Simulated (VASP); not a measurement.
# ZnO (Fm-3m) in VASP: settings compared

The runs below take ZnO through vibrations by perturbation theory, dielectric tensor, with PBEsol, PBE, r2SCAN.

All numbers are computed with VASP 6.6.1; they aren't measurements. Logs are shortened: lines on timing, memory, paths and dates and some standing lists are left out, and cuts for length are marked.

## (1) The cell of the first run

It takes space group Fm-3m (No. 225, cubic). Conventional cell: a = 4.265 Å, b = 4.265 Å, c = 4.265 Å, α = 90.00°, β = 90.00°, γ = 90.00°. Zn (site symmetry m-3m) has 6 O at 2.13 Å within 2.8 Å. Within 2.8 Å of O (site symmetry m-3m) lie 6 Zn at 2.13 Å.

## (2) Vibrations by perturbation theory, PBEsol

INCAR reads:

```
SYSTEM = ZnO
ALGO = Normal
EDIFF = 1E-8
ENCUT = 520
GGA = PS
IBRION = 8
ISIF = 2
ISMEAR = 0
LASPH = .TRUE.
LCHARG = .FALSE.
LEPSILON = .TRUE.
LREAL = .FALSE.
LWAVE = .FALSE.
NBANDS = 16
NELM = 100
NSW = 1
PREC = Accurate
SIGMA = 0.01
```

KPOINTS reads:

```
k-points
0
G
  8 8 8
  0 0 0
```

POSCAR reads:

```
ZnO
1.0
    0.0000000000      2.1324918211      2.1324918211
    2.1324918211      0.0000000000      2.1324918211
    2.1324918211      2.1324918211      0.0000000000
Zn O
1 1
Direct
    0.0000000000      0.0000000000      0.0000000000
    0.5000000000      0.5000000000      0.5000000000
```

Potentials or basis: VASP PAW PBE potentials, release 64 (Zn, O).

The run is started by

```bash
$ cat potpaw_PBE.64/Zn/POTCAR potpaw_PBE.64/O/POTCAR > POTCAR
$ mpirun -np 1 vasp_std > vasp.out
```

OUTCAR:

```text
SYSTEM = ZnO
   EDIFF = 1E-8
   ENCUT = 520
   GGA = PS
   IBRION = 8
   ISIF = 2
   ISMEAR = 0
   LASPH = .TRUE.
   LEPSILON = .TRUE.
   LREAL = .FALSE.
   NELM = 100
   NSW = 1
   PREC = Accurate

 ion  position               nearest neighbor table
   1  0.000  0.000  0.000-   2 2.13   2 2.13   2 2.13   2 2.13   2 2.13   2 2.13
   2  0.500  0.500  0.500-   1 2.13   1 2.13   1 2.13   1 2.13   1 2.13   1 2.13

  LATTYP: Found a face centered cubic cell.
 ALAT       =     4.2649836422

  Lattice vectors:

 A1 = (   0.0000000000,   2.1324918211,   2.1324918211)
 A2 = (   2.1324918211,   0.0000000000,   2.1324918211)
 A3 = (   2.1324918211,   2.1324918211,   0.0000000000)

Analysis of symmetry for initial positions (statically):
=====================================================================
 Subroutine PRICEL returns:
 Original cell was already a primitive cell.

 Routine SETGRP: Setting up the symmetry group for a
 face centered cubic supercell.

 Subroutine GETGRP returns: Found 48 space group operations
 (whereof 48 operations were pure point group operations)
 out of a pool of 48 trial point group operations.

The static configuration has the point symmetry O_h .

Analysis of symmetry for dynamics (positions and initial velocities):
=====================================================================
 Subroutine PRICEL returns:
 Original cell was already a primitive cell.

 Routine SETGRP: Setting up the symmetry group for a
 face centered cubic supercell.

 Subroutine GETGRP returns: Found 48 space group operations
 (whereof 48 operations were pure point group operations)
 out of a pool of 48 trial point group operations.

The dynamic configuration has the point symmetry O_h .

 Subroutine INISYM returns: Found 48 space group operations
 (whereof 48 operations are pure point group operations),
 and found     1 'primitive' translations

----------------------------------------------------------------------------------------

                                     Primitive cell

  volume of cell :      19.3951

  direct lattice vectors                    reciprocal lattice vectors
     0.000000000  2.132491821  2.132491821    -0.234467488  0.234467488  0.234467488
     2.132491821  0.000000000  2.132491821     0.234467488 -0.234467488  0.234467488
     2.132491821  2.132491821  0.000000000     0.234467488  0.234467488 -0.234467488

  length of vectors
     3.015798855  3.015798855  3.015798855     0.406109602  0.406109602  0.406109602

  position of ions in fractional coordinates (direct lattice)
     0.000000000  0.000000000  0.000000000
     0.500000000  0.500000000  0.500000000

  ion indices of the primitive-cell ions
   primitive index   ion index
                 1           1
                 2           2

----------------------------------------------------------------------------------------

 KPOINTS: k-points

Automatic generation of k-mesh.
 Grid dimensions read from file:
 generate k-points for:    8    8    8

 Generating k-lattice:

  Cartesian coordinates                     Fractional coordinates (reciprocal lattice)
[... 605 lines left out ...]
 Free energy of the ion-electron system (eV)
  ---------------------------------------------------
  ---------------------------------------------------
  free energy    TOTEN  =        -0.25267795 eV

  energy without entropy =       -0.25267795

------------------------ aborting loop because EDIFF is reached ----------------------------------------

--------------------------------------- Ionic step        2  -------------------------------------------

------------------------ aborting loop because EDIFF is reached ----------------------------------------

--------------------------------------- Ionic step        3  -------------------------------------------

------------------------ aborting loop because EDIFF is reached ----------------------------------------

 PIEZOELECTRIC TENSOR FIELD DIRECTION 3  (e Angst)
 -----------------------------------------------------------------------------
     0.00029  0.00000  0.00000           ( -0.00000  0.00000  0.00000)
     0.00000  0.00029  0.00000           (  0.00000 -0.00000 -0.00000)
     0.00000  0.00000 -0.00079           (  0.00000 -0.00000  0.00000)

 PIEZOELECTRIC TENSOR FIELD DIRECTION 3  (C/m^2)
 -----------------------------------------------------------------------------
     0.00024  0.00000  0.00000
     0.00000  0.00024  0.00000
     0.00000  0.00000 -0.00065

--------------------------------------- Ionic step        4  -------------------------------------------

------------------------ aborting loop because EDIFF is reached ----------------------------------------

[... ionic steps 5 to 6 ...]

--------------------------------------- Ionic step        7  -------------------------------------------

 Free energy of the ion-electron system (eV)
  ---------------------------------------------------
  ---------------------------------------------------
  free energy    TOTEN  =        -0.35487853 eV

  energy without entropy =       -0.35487853

------------------------ aborting loop because EDIFF is reached ----------------------------------------

 INTERNAL STRAIN TENSOR  FOR ION    2  DIRECTION 1   (eV/Angst):
 -----------------------------------------------------------------------------
     0.02189  0.00000  0.00000
     0.00000 -0.00190  0.00000
     0.00000  0.00000 -0.00190

 MACROSCOPIC STATIC DIELECTRIC TENSOR (including local field effects in DFT)
 ------------------------------------------------------
           5.511028     0.000000     0.000000
           0.000000     5.511028     0.000000
          -0.000000     0.000000     5.511028
 ------------------------------------------------------

 PIEZOELECTRIC TENSOR (including local field effects)  for field in x, y, z        (e  Angst)
          XX          YY          ZZ          XY          YZ          ZX
  --------------------------------------------------------------------------------
  x     0.00000     0.00000     0.00000     0.00000     0.00000     0.00000
  y     0.00000     0.00000     0.00000     0.00000     0.00000     0.00000
  z     0.00000     0.00000     0.00000     0.00000     0.00000     0.00000

 PIEZOELECTRIC TENSOR (including local field effects)  for field in x, y, z        (C/m^2)
          XX          YY          ZZ          XY          YZ          ZX
  --------------------------------------------------------------------------------
  x     0.00000     0.00000     0.00000     0.00000     0.00000     0.00000
  y     0.00000     0.00000     0.00000     0.00000     0.00000     0.00000
  z     0.00000     0.00000     0.00000     0.00000     0.00000     0.00000

 BORN EFFECTIVE CHARGES (including local field effects) (in |e|, cummulative output)
 ---------------------------------------------------------------------------------
 ion    1
    1     2.39656    -0.00000    -0.00000
    2     0.00000     2.39656    -0.00000
    3    -0.00000    -0.00000     2.39656
 ion    2
    1    -2.39656     0.00000     0.00000
    2    -0.00000    -2.39656     0.00000
    3     0.00000     0.00000    -2.39656

 INTERNAL STRAIN TENSOR FOR ION    2 for displacements in x,y,z  (eV/Angst):
          X           Y           Z          XY          YZ          ZX
  --------------------------------------------------------------------------------
  x     0.00000     0.00000     0.00000     0.00000     0.00000     0.00000
  y     0.00000     0.00000     0.00000     0.00000     0.00000     0.00000
  z     0.00000     0.00000     0.00000     0.00000     0.00000     0.00000

 SECOND DERIVATIVES (NOT SYMMETRIZED)
 ------------------------------------
               1X          1Y          1Z          2X          2Y          2Z
  1X    -2.795600    0.000000    0.000000    2.795600    0.000000    0.000000
  1Y     0.000000   -2.795600    0.000000    0.000000    2.795600    0.000000
  1Z     0.000000    0.000000   -2.795600    0.000000    0.000000    2.795600
  2X     2.802582    0.000000    0.000000   -2.802582    0.000000    0.000000
  2Y     0.000000    2.802582    0.000000    0.000000   -2.802582    0.000000
  2Z     0.000000    0.000000    2.802582    0.000000    0.000000   -2.802582

 Eigenvectors and eigenvalues of the dynamical matrix
 ----------------------------------------------------

   1 f  =    7.297825 THz    45.853584 2PiTHz  243.429224 cm-1    30.181364 meV
             X         Y         Z           dx          dy          dz
      0.000000  0.000000  0.000000    -0.442934    0.000000    0.000000
      2.132492  2.132492  2.132492     0.896554    0.000000    0.000000
[... 21 lines left out ...]
   6 f/i=    0.003615 THz     0.022711 2PiTHz    0.120568 cm-1     0.014949 meV
             X         Y         Z           dx          dy          dz
      0.000000  0.000000  0.000000     0.000000    0.000000    0.896554
      2.132492  2.132492  2.132492     0.000000    0.000000    0.442934

--------------------------------------------------------------------------------------------------------

 MACROSCOPIC STATIC DIELECTRIC TENSOR IONIC CONTRIBUTION
 ------------------------------------------------------
          19.144044    -0.000000    -0.000000
          -0.000000    19.144044    -0.000000
          -0.000000    -0.000000    19.144044
 ------------------------------------------------------

 ELASTIC MODULI CONTR FROM IONIC RELAXATION (kBar)
 Direction    XX          YY          ZZ          XY          YZ          ZX
 --------------------------------------------------------------------------------
 XX           0.0000      0.0000      0.0000      0.0000      0.0000      0.0000
 YY           0.0000      0.0000      0.0000      0.0000      0.0000      0.0000
 ZZ           0.0000      0.0000      0.0000      0.0000      0.0000      0.0000
 XY           0.0000      0.0000      0.0000      0.0000      0.0000      0.0000
 YZ           0.0000      0.0000      0.0000      0.0000      0.0000      0.0000
 ZX           0.0000      0.0000      0.0000      0.0000      0.0000      0.0000
 --------------------------------------------------------------------------------

 PIEZOELECTRIC TENSOR IONIC CONTR  for field in x, y, z        (C/m^2)
          XX          YY          ZZ          XY          YZ          ZX
  --------------------------------------------------------------------------------
  x     0.00000     0.00000     0.00000     0.00000     0.00000     0.00000
  y     0.00000     0.00000     0.00000     0.00000     0.00000     0.00000
  z     0.00000     0.00000     0.00000     0.00000     0.00000     0.00000
```

Wall time 71 s (1 thread of Intel Xeon 6975P-C (Granite Rapids), shared host); peak memory 0.18 GiB.

Results:

| Property | Result |
| --- | --- |
| Electronic dielectric tensor (diagonal) | 5.51 |
| Born charges (mean of the diagonal) | Zn +2.40; O -2.40 e |
| Highest phonon frequency at Γ, LO-TO splitting left out | 243 cm⁻¹ |

Phonon frequencies in cm⁻¹ (negative: imaginary):
```tsv
q point	frequencies
(0.000, 0.000, 0.000)	0 0 0 243 243 243
```

Electronic dielectric tensor:
```
5.51 0.00 0.00
0.00 5.51 0.00
0.00 0.00 5.51
```

Born effective charge tensors (e):
atom 1, Zn
```
2.40 0.00 0.00
0.00 2.40 0.00
0.00 0.00 2.40
```
atom 2, O
```
-2.40  0.00  0.00
 0.00 -2.40  0.00
 0.00  0.00 -2.40
```

Caveat: the cell wasn't relaxed at this level first, which shifts response properties.

## (3) Dielectric tensor, PBE

INCAR reads:

```
SYSTEM = ZnO
ALGO = Normal ; EDIFF = 1E-8
ENCUT = 520 ; GGA = PE
ISIF = 2 ; ISMEAR = 0
LASPH = .True. ; LCHARG = .False.
LEPSILON = .True. ; LREAL = .False.
LWAVE = .False. ; NELM = 60
PREC = Accurate ; SIGMA = 0.01
```

KPOINTS reads:

```
k-points
0
Gamma
  8 8 8
  0 0 0
```

POSCAR reads:

```
ZnO
1.0
    0.0000000000      2.1337703972      2.1337703972
    2.1337703972      0.0000000000      2.1337703972
    2.1337703972      2.1337703972      0.0000000000
Zn O
1 1
Direct
    0.0000000000      0.0000000000      0.0000000000
    0.5000000000      0.5000000000      0.5000000000
```

Potentials or basis: VASP PAW PBE potentials, release 64 (Zn, O).

The run is started by

```bash
$ cat potpaw_PBE.64/Zn/POTCAR potpaw_PBE.64/O/POTCAR > POTCAR
$ mpirun -np 1 vasp_std > vasp.out
```

OUTCAR:

```text
SYSTEM = ZnO
   EDIFF = 1E-8
   ENCUT = 520
   GGA = PE
   ISIF = 2
   ISMEAR = 0
   LASPH = .True.
   LEPSILON = .True.
   LREAL = .False.
   NELM = 60
   PREC = Accurate

 ion  position               nearest neighbor table
   1  0.000  0.000  0.000-   2 2.13   2 2.13   2 2.13   2 2.13   2 2.13   2 2.13
   2  0.500  0.500  0.500-   1 2.13   1 2.13   1 2.13   1 2.13   1 2.13   1 2.13

  LATTYP: Found a face centered cubic cell.
 ALAT       =     4.2675407944

  Lattice vectors:

 A1 = (   0.0000000000,   2.1337703972,   2.1337703972)
 A2 = (   2.1337703972,   0.0000000000,   2.1337703972)
 A3 = (   2.1337703972,   2.1337703972,   0.0000000000)

Analysis of symmetry for initial positions (statically):
=====================================================================
 Subroutine PRICEL returns:
 Original cell was already a primitive cell.

 Routine SETGRP: Setting up the symmetry group for a
 face centered cubic supercell.

[... 605 lines left out ...]

 Free energy of the ion-electron system (eV)
  ---------------------------------------------------
  ---------------------------------------------------
  free energy    TOTEN  =        -0.24854174 eV

  energy without entropy =       -0.24854174

------------------------ aborting loop because EDIFF is reached ----------------------------------------

 PIEZOELECTRIC TENSOR FIELD DIRECTION 3  (e Angst)
 -----------------------------------------------------------------------------
     0.00028  0.00000  0.00000           ( -0.00000  0.00000  0.00000)
     0.00000  0.00028  0.00000           (  0.00000 -0.00000  0.00000)
     0.00000 -0.00000 -0.00079           (  0.00000  0.00000  0.00000)

 PIEZOELECTRIC TENSOR FIELD DIRECTION 3  (C/m^2)
 -----------------------------------------------------------------------------
     0.00023  0.00000  0.00000
     0.00000  0.00023  0.00000
     0.00000 -0.00000 -0.00066

 MACROSCOPIC STATIC DIELECTRIC TENSOR (including local field effects in DFT)
 ------------------------------------------------------
           5.396022     0.000000    -0.000000
          -0.000000     5.396022    -0.000000
           0.000000     0.000000     5.396022
 ------------------------------------------------------

 PIEZOELECTRIC TENSOR (including local field effects)  for field in x, y, z        (e  Angst)
          XX          YY          ZZ          XY          YZ          ZX
  --------------------------------------------------------------------------------
  x     0.00000     0.00000     0.00000     0.00000     0.00000     0.00000
  y     0.00000     0.00000     0.00000     0.00000     0.00000     0.00000
  z     0.00000     0.00000     0.00000     0.00000     0.00000     0.00000

 PIEZOELECTRIC TENSOR (including local field effects)  for field in x, y, z        (C/m^2)
          XX          YY          ZZ          XY          YZ          ZX
  --------------------------------------------------------------------------------
  x     0.00000     0.00000     0.00000     0.00000     0.00000     0.00000
  y     0.00000     0.00000     0.00000     0.00000     0.00000     0.00000
  z     0.00000     0.00000     0.00000     0.00000     0.00000     0.00000

 BORN EFFECTIVE CHARGES (including local field effects) (in |e|, cummulative output)
 ---------------------------------------------------------------------------------
 ion    1
    1     2.39647     0.00000     0.00000
    2    -0.00000     2.39647     0.00000
    3     0.00000     0.00000     2.39647
 ion    2
    1    -2.39647     0.00000     0.00000
    2     0.00000    -2.39647    -0.00000
    3    -0.00000     0.00000    -2.39647
```

stdout:

```text
POSCAR found type information on POSCAR ZnO
 POSCAR found :  2 types and       2 ions
 scaLAPACK will be used
 LDA part: xc-table for (Slater+PW92), standard interpolation
 POSCAR, INCAR and KPOINTS ok, starting setup
 FFT: planning ... GRIDC
 FFT: planning ... GRID_SOFT
 FFT: planning ... GRID
 WAVECAR not read
 entering main loop
 Linear response reoptimize wavefunctions to high precision
 Linear response G [H, r] |phi>, progress :
  Direction:   1
 Linear response G [H, r] |phi>, progress :
  Direction:   2
 Linear response G [H, r] |phi>, progress :
  Direction:   3
 Linear response to external field (no local field effect), progress :
  Direction:   1
 dielectric tensor                  component  1 :     5.861     1.727     0.442
 Linear response to external field (no local field effect), progress :
  Direction:   2
 dielectric tensor                  component  2 :     1.727     6.217    -0.489
 Linear response to external field (no local field effect), progress :
  Direction:   3
 dielectric tensor                  component  3 :     0.442    -0.489     4.327
 Linear response to external field, progress :
  Direction:   1
 dielectric tensor                  component  1 :     5.396     1.217     0.426
 Linear response to external field, progress :
  Direction:   2
 dielectric tensor                  component  2 :     1.126     5.396    -0.295
 Linear response to external field, progress :
  Direction:   3
 dielectric tensor                  component  3 :     0.317     0.470     5.396
 Born effective charges drift removed
```

It took 38 s on 1 thread of Intel Xeon 6975P-C (Granite Rapids), shared host; peak memory 0.17 GiB.

Results:

```yaml
Band_gap_on_the_k_mesh: 0.92 eV, indirect (least direct gap 2.32 eV)
Electronic_dielectric_tensor_diagonal: 5.40
Born_charges_mean_of_the_diagonal: Zn +2.40; O -2.40 e
```

Levels at points of the mesh, in eV from the valence-band top:
```tsv
k point	band 5	band 6	band 7	band 8	band 9	band 10	band 11	band 12	band 13
(0.00, 0.00, 0.00)	-4.65	-4.65	-1.40	-1.40	-1.40	0.92	18.03	18.03	18.03
(0.50, 0.00, 0.00)	-4.44	-4.44	-3.62	0.00	0.00	5.44	9.16	12.86	12.86
(0.50, 0.50, 0.00)	-4.32	-4.32	-4.00	-2.85	-2.85	4.25	10.72	11.29	15.49
```

Electronic dielectric tensor:
```
5.40 0.00 0.00
0.00 5.40 0.00
0.00 0.00 5.40
```

Born effective charge tensors (e):
atom 1, Zn
```
2.40 0.00 0.00
0.00 2.40 0.00
0.00 0.00 2.40
```
atom 2, O
```
-2.40  0.00  0.00
 0.00 -2.40  0.00
 0.00  0.00 -2.40
```

[end of part 1 of 2]
